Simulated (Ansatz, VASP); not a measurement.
# SiC in VASP and in Ansatz

File INCAR:

```
SYSTEM = SiC
PREC = Accurate
ENCUT = 520
EDIFF = 1E-6
ISMEAR = 0
SIGMA = 0.1
LREAL = .FALSE.
LASPH = .TRUE.
NELM = 100
ALGO = Normal
ISIF = 2
LWAVE = .FALSE.
LCHARG = .FALSE.
GGA = PE
NBANDS = 16
```

File KPOINTS:

```
regular mesh
0
G
  6 6 6
  0 0 0
```

POSCAR

```
SiC
1.0
    1.5746186512     -4.1546525898      0.0000000000
    1.5746186512      4.1546525898      0.0000000000
    0.0000000000      0.0000000000      3.1279586720
Si C
2 2
Direct
    0.8540000000      0.1460000000      0.7500000000
    0.1460000000      0.8540000000      0.2500000000
    0.5500000000      0.4500000000      0.7500000000
    0.4500000000      0.5500000000      0.2500000000
```

Input for Ansatz:

```yaml
crystal:
  lattice:
    - [1.5746186512, -4.1546525898, 0.0]
    - [1.5746186512, 4.1546525898, 0.0]
    - [0.0, 0.0, 3.127958672]
  atoms:
    - { symbol: Si, position: [0.854, 0.146, 0.75] }
    - { symbol: Si, position: [0.146, 0.854, 0.25] }
    - { symbol: C, position: [0.55, 0.45, 0.75] }
    - { symbol: C, position: [0.45, 0.55, 0.25] }
basis:
  ecutwfc: 420
kpoints:
  mp_grid: { grid: [6, 6, 6] }
hamiltonian:
  xc: pbe
scf:
  occupations: { method: gaussian, width: 0.1 }
  lower_state_search: "off"
output:
  forces: true
  stress: true
  eigenvalues: true
```

Alike in both runs: task single point; functional PBE; k mesh 6 × 6 × 6; occupations gaussian, width 0.1 eV; no spin polarisation.

|  | VASP | Ansatz |
| --- | --- | --- |
| version | VASP 6.6.1 | Ansatz 0.2.0 |
| potentials or method | VASP PAW PBE potentials, release 64 (Si, C), cutoff 520 eV | scalar-relativistic, plane waves, PAW |
| valence electrons in the cell | 16 | 16 |

|  | VASP | Ansatz | Ansatz less VASP |
| --- | --- | --- | --- |
| gap on the k mesh at the Fermi level (eV) | none | none | - |
| pressure (GPa) | 1.7 | 1.6 | -0.10 |
| traceless stress, the component that is largest in VASP (GPa) | 14.90 | 14.93 | +0.027 |
| rms of the force components (eV/Å) | 0.345 | 0.344 | -0.0007 |

Atom by atom the forces differ by 0.001 eV/Å (rms over components). A gap of «none» marks a metal or a gap that the smearing closes. With one functional, cell and mesh, what is left measures potentials, basis and numerics.
